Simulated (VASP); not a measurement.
# Au (Fm-3m) in VASP: a series of runs, part 3 of 3

VASP 6.6.1. The steps go on from the part before.

### Step 4. Single point, PBEsol

This run uses another cell than the first one, of 16.34 Å³/atom.

Input file INCAR:

```
PREC = Accurate ; ENCUT = 500
EDIFF = 1E-6 ; ISMEAR = -1
SIGMA = 0.15 ; LREAL = False
LASPH = True ; NELM = 120
ALGO = Normal ; ISIF = 2
LWAVE = False ; LCHARG = False
GGA = PS ; NBANDS = 12
GGA_COMPAT = False
```

Input file KPOINTS:

```
Automatic mesh
0
Gamma
  20 20 20
```

Input file POSCAR:

```
Au
1.0
    0.0000000000      2.0140798738      2.0140798738
    2.0140798738      0.0000000000      2.0140798738
    2.0140798738      2.0140798738      0.0000000000
Au
1
Direct
    0.0000000000      0.0000000000      0.0000000000
```

Potentials or basis: VASP PAW PBE potentials, release 64 (Au).

Launch:

```console
$ cat potpaw_PBE.64/Au/POTCAR > POTCAR
$ mpirun -np 1 vasp_std > vasp.out
```

OUTCAR:

```text
PREC = Accurate
   ENCUT = 500
   EDIFF = 1E-6
   ISMEAR = -1
   LREAL = False
   LASPH = True
   NELM = 120
   ISIF = 2
   GGA = PS

 ion  position               nearest neighbor table
   1  0.000  0.000  0.000-

  LATTYP: Found a face centered cubic cell.
 ALAT       =     4.0281597476

  Lattice vectors:

 A1 = (   0.0000000000,   2.0140798738,   2.0140798738)
 A2 = (   2.0140798738,   0.0000000000,   2.0140798738)
 A3 = (   2.0140798738,   2.0140798738,   0.0000000000)

Analysis of symmetry for initial positions (statically):
=====================================================================
 Subroutine PRICEL returns:
 Original cell was already a primitive cell.

 Routine SETGRP: Setting up the symmetry group for a
 face centered cubic supercell.

 Subroutine GETGRP returns: Found 48 space group operations
 (whereof 48 operations were pure point group operations)
 out of a pool of 48 trial point group operations.

The static configuration has the point symmetry O_h .

Analysis of symmetry for dynamics (positions and initial velocities):
=====================================================================
 Subroutine PRICEL returns:
 Original cell was already a primitive cell.

 Routine SETGRP: Setting up the symmetry group for a
 face centered cubic supercell.

 Subroutine GETGRP returns: Found 48 space group operations
 (whereof 48 operations were pure point group operations)
 out of a pool of 48 trial point group operations.

The dynamic configuration has the point symmetry O_h .

 Subroutine INISYM returns: Found 48 space group operations
 (whereof 48 operations are pure point group operations),
 and found     1 'primitive' translations

----------------------------------------------------------------------------------------

                                     Primitive cell

  volume of cell :      16.3403
[... 106 lines left out ...]
     AMIX     =   0.40;   BMIX     =  1.00
     AMIX_MAG =   1.60;   BMIX_MAG =  1.00
  volume/ion in A,a.u.               =      16.34       110.27
  Fermi-wavevector in a.u.,A,eV,Ry     =   1.434781  2.711343 28.008917  2.058597
  Thomas-Fermi vector in A             =   2.554152
   LORBIT       =      0    0 simple, 1 ext, 2 COOP (PROOUT), +10 PAW based schemes
   GGA     = PS    functional components
   LHFCALC =     F    Hartree Fock is set to
   AEXX    =    0.0000 exact exchange contribution
   IVDW    =     0    specifies the selected vdW correction
   LEPSILON=     F    determine dielectric tensor
   LRPA    =     F    only Hartree local field effects (RPA)
 non-spin polarized calculation
  energy-cutoff  :      500.00
  volume of cell :       16.34
 maximum number of plane-waves:       428
 NGX is ok and might be reduce to    24
   NGX = 11   NGY = 11   NGZ = 11

 number of electron      10.9999999 magnetization

 Free energy of the ion-electron system (eV)
  ---------------------------------------------------
  ext. energy  EPLUGINS =         0.00000000
  ---------------------------------------------------
  free energy    TOTEN  =        -3.91914283 eV

  energy without entropy =       -3.89884736  energy(sigma->0) =       -3.90899510

 E-fermi :  10.0146     XC(G=0): -13.1353

 val. band max:       10.0130513905   @ k =   0.5000   0.3500   0.1500
 cond. band min:      10.0206305428   @ k =  -0.4500   0.1000   0.0500
 fundamental gap:      0.0075791524
 Fermi energy:        10.0145735619

 k-point     1 :       0.0000    0.0000    0.0000
  band No.  band energies     occupation
      1      -0.3800      2.00000
      2       5.0819      2.00000
      3       5.0819      2.00000
      4       5.0819      2.00000
      5       6.7287      2.00000
      6       6.7287      2.00000
      7      24.4315      0.00000
      8      28.6690      0.00000
      9      28.6690      0.00000
     10      28.6690      0.00000
     11      33.6738      0.00000
     12      38.8242      0.00000
[... 331 lines left out ...]
 k-point    24 :      -0.3500    0.0500    0.0000
  band No.  band energies     occupation
      1       2.2794      2.00000
      2       5.1522      2.00000
      3       5.2185      2.00000
      4       6.1826      2.00000
      5       7.4183      2.00000
      6       7.9831      2.00000
      7      16.8320      0.00000
      8      24.5702      0.00000
      9      27.5848      0.00000
     10      29.1795      0.00000
     11      33.6165      0.00000
     12      34.6395      0.00000

 [... further k-points ...]
[... 5 lines left out ...]
  --------------------------------------------------------------------------------------
  -------------------------------------------------------------------------------------
  Total        0.7831598      0.7831598      0.7831598      0.0000000      0.0000000     -0.0000000
  in kB       76.7893360     76.7893360     76.7893360      0.0000000      0.0000000     -0.0000000
  external PRESSURE =      76.7893360 kB  Pullay stress =       0.0000000 kB

 VOLUME and BASIS-vectors are now :
 -----------------------------------------------------------------------------
  energy-cutoff  :      500.00
  volume of cell :       16.34
      direct lattice vectors                 reciprocal lattice vectors
     0.000000000  2.014079874  2.014079874    -0.248252319  0.248252319  0.248252319
     2.014079874  0.000000000  2.014079874     0.248252319 -0.248252319  0.248252319
     2.014079874  2.014079874  0.000000000     0.248252319  0.248252319 -0.248252319

 POSITION                                       TOTAL-FORCE (eV/Angst)
 -----------------------------------------------------------------------------------
      0.00000      0.00000      0.00000         0.000000      0.000000      0.000000
 -----------------------------------------------------------------------------------
    total drift:                               -0.000000      0.000000      0.000000

  FREE ENERGIE OF THE ION-ELECTRON SYSTEM (eV)
  ---------------------------------------------------
  free  energy   TOTEN  =        -3.9191428345 eV

  energy  without entropy=       -3.8988473583  energy(sigma->0) =       -3.90899510
```

OSZICAR:

```text
N       E                     dE             d eps       ncg     rms          rms(c)
DAV:   1     0.480733410723E+02    0.48073E+02   -0.54101E+03  6344   0.791E+02
DAV:   2    -0.358290118442E+01   -0.51656E+02   -0.48819E+02  7288   0.186E+02
DAV:   3    -0.425720169703E+01   -0.67430E+00   -0.67371E+00  7288   0.204E+01
DAV:   4    -0.425941661262E+01   -0.22149E-02   -0.22148E-02  7476   0.136E+00
DAV:   5    -0.425943201524E+01   -0.15403E-04   -0.15403E-04  7524   0.106E-01    0.109E+01
DAV:   6    -0.394876241997E+01    0.31067E+00   -0.78997E-01  6664   0.724E+00    0.665E+00
DAV:   7    -0.392240213303E+01    0.26360E-01   -0.86429E-02  7288   0.237E+00    0.298E+00
DAV:   8    -0.391915778764E+01    0.32443E-02   -0.26348E-03  6928   0.482E-01    0.327E-01
DAV:   9    -0.391913992312E+01    0.17865E-04   -0.14621E-05  7352   0.355E-02    0.993E-03
DAV:  10    -0.391914278478E+01   -0.28617E-05   -0.11621E-06  7284   0.801E-03    0.927E-04
DAV:  11    -0.391914283445E+01   -0.49666E-07   -0.55314E-08  3964   0.199E-03
   1 F= -.39191428E+01 E0= -.39089951E+01  d E =-.202955E-01
```

Run time: 41 s. Hardware: 1 thread of Intel Xeon 8259CL, shared host; peak memory 0.18 GiB.

What came out:

```yaml
Free_energy: -3.9191 eV
Pressure: 7.7 GPa
Band_gap_on_the_k_mesh: zero (an odd number of electrons rules out a gap without spin polarisation)
```

Caveat: the cell stands under pressure; the PAW data sets were made with another functional, which shifts forces and pressure a little; spin-orbit coupling is left out, which moves the levels of the heavy elements.

### Step 5. Single point, PBEsol

This run uses another cell than the first one, of 16.68 Å³/atom.

Input file INCAR:

```
  PREC = Accurate
  ENCUT = 500
  EDIFF = 1E-6
  ISMEAR = -1
  SIGMA = 0.15
  LREAL = F
  LASPH = T
  NELM = 120
  ALGO = Normal
  ISIF = 2
  LWAVE = F
  LCHARG = F
  GGA = PS
  NBANDS = 12
  GGA_COMPAT = F
```

KPOINTS is that of step 4.

Input file POSCAR:

```
Au
1.0
    0.0000000000      2.0279522097      2.0279522097
    2.0279522097      0.0000000000      2.0279522097
    2.0279522097      2.0279522097      0.0000000000
Au
1
Direct
    0.0000000000      0.0000000000      0.0000000000
```

Potentials or basis: VASP PAW PBE potentials, release 64 (Au).

Launch:

```console
$ cat potpaw_PBE.64/Au/POTCAR > POTCAR
$ mpirun -np 1 vasp_std > vasp.out
```

OUTCAR:

```text
PREC = Accurate
   ENCUT = 500
   EDIFF = 1E-6
   ISMEAR = -1
   LREAL = F
   LASPH = T
   NELM = 120
   ISIF = 2
   GGA = PS

 ion  position               nearest neighbor table
   1  0.000  0.000  0.000-

  LATTYP: Found a face centered cubic cell.
 ALAT       =     4.0559044194

  Lattice vectors:

 A1 = (   0.0000000000,   2.0279522097,   2.0279522097)
 A2 = (   2.0279522097,   0.0000000000,   2.0279522097)
 A3 = (   2.0279522097,   2.0279522097,   0.0000000000)

Analysis of symmetry for initial positions (statically):
=====================================================================
 Subroutine PRICEL returns:
 Original cell was already a primitive cell.

 Routine SETGRP: Setting up the symmetry group for a
 face centered cubic supercell.

 Subroutine GETGRP returns: Found 48 space group operations
 (whereof 48 operations were pure point group operations)
 out of a pool of 48 trial point group operations.

The static configuration has the point symmetry O_h .

Analysis of symmetry for dynamics (positions and initial velocities):
=====================================================================
 Subroutine PRICEL returns:
[... 169 lines left out ...]
      6       6.4306      2.00000
      7      24.1097      0.00000
      8      28.2279      0.00000
      9      28.2279      0.00000
     10      28.2279      0.00000
     11      33.1644      0.00000
     12      38.0701      0.00000
[... 331 lines left out ...]
 k-point    24 :      -0.3500    0.0500    0.0000
  band No.  band energies     occupation
      1       2.1156      2.00000
      2       4.9118      2.00000
      3       4.9757      2.00000
      4       5.9312      2.00000
      5       7.0981      2.00000
      6       7.6487      2.00000
      7      16.3541      0.00000
      8      24.2167      0.00000
      9      27.0385      0.00000
     10      28.6180      0.00000
     11      33.0568      0.00000
     12      34.0175      0.00000

 [... further k-points ...]

------------------------ aborting loop because EDIFF is reached ----------------------------------------

  FORCE on cell =-STRESS in cart. coord.  units (eV):
  Direction    XX          YY          ZZ          XY          YZ          ZX
  --------------------------------------------------------------------------------------
  -------------------------------------------------------------------------------------
  Total        0.3572579      0.3572579      0.3572579      0.0000000      0.0000000     -0.0000000
  in kB       34.3154154     34.3154154     34.3154154      0.0000000      0.0000000     -0.0000000
  external PRESSURE =      34.3154154 kB  Pullay stress =       0.0000000 kB

 VOLUME and BASIS-vectors are now :
 -----------------------------------------------------------------------------
  energy-cutoff  :      500.00
  volume of cell :       16.68
      direct lattice vectors                 reciprocal lattice vectors
     0.000000000  2.027952210  2.027952210    -0.246554134  0.246554134  0.246554134
     2.027952210  0.000000000  2.027952210     0.246554134 -0.246554134  0.246554134
     2.027952210  2.027952210  0.000000000     0.246554134  0.246554134 -0.246554134

 POSITION                                       TOTAL-FORCE (eV/Angst)
 -----------------------------------------------------------------------------------
      0.00000      0.00000      0.00000        -0.000000      0.000000      0.000000
 -----------------------------------------------------------------------------------
    total drift:                               -0.000000      0.000000     -0.000000

  FREE ENERGIE OF THE ION-ELECTRON SYSTEM (eV)
  ---------------------------------------------------
  free  energy   TOTEN  =        -3.9311094242 eV

  energy  without entropy=       -3.9106382710  energy(sigma->0) =       -3.92087385
```

Run time: 39 s. Hardware: 1 thread of Intel Xeon 8259CL, shared host; peak memory 0.18 GiB.

Results:

- Free energy: -3.9311 eV
- Pressure: 3.4 GPa
- Band gap on the k mesh: zero (an odd number of electrons rules out a gap without spin polarisation)

Levels at points of the mesh, in eV from the Fermi level:
```
           k point  band 2  band 3  band 4  band 5  band 6  band 7  band 8  band 9  band 10  band 11
(0.00, 0.00, 0.00)   -4.81   -4.81   -4.81   -3.22   -3.22   14.46   18.58   18.58    18.58    23.51
(0.50, 0.00, 0.00)   -4.85   -4.85   -1.97   -1.97   -1.14    3.16   13.90   17.24    17.24    25.21
(0.50, 0.50, 0.00)   -6.95   -2.01   -1.64   -1.64    0.88    5.91   10.00   10.00    17.39    20.08
```

Caveat: the cell stands under pressure; the PAW data sets were made with another functional, which shifts forces and pressure a little; spin-orbit coupling is left out, which moves the levels of the heavy elements.

### Step 6. The runs side by side

```tsv
cell	gap on the mesh (eV)	pressure (GPa)
a = 2.820 Å, angles 60.0°, 1 atom	none	14.7
a = 2.848 Å, angles 60.0°, 1 atom	none	7.7
a = 2.868 Å, angles 60.0°, 1 atom	none	3.4
```

Alike in all rows: task single point; level PBEsol; potentials or basis VASP PAW PBE potentials, release 64 (Au); no spin polarisation; k mesh 20 × 20 × 20; cutoff (eV) 500; smearing fermi-dirac 0.15 eV.

Caveats: the cell stands under pressure; the PAW data sets were made with another functional, which shifts forces and pressure a little; spin-orbit coupling is left out, which moves the levels of the heavy elements.

Total energies depend on the potentials used, so only differences within one code and one set of settings carry meaning.
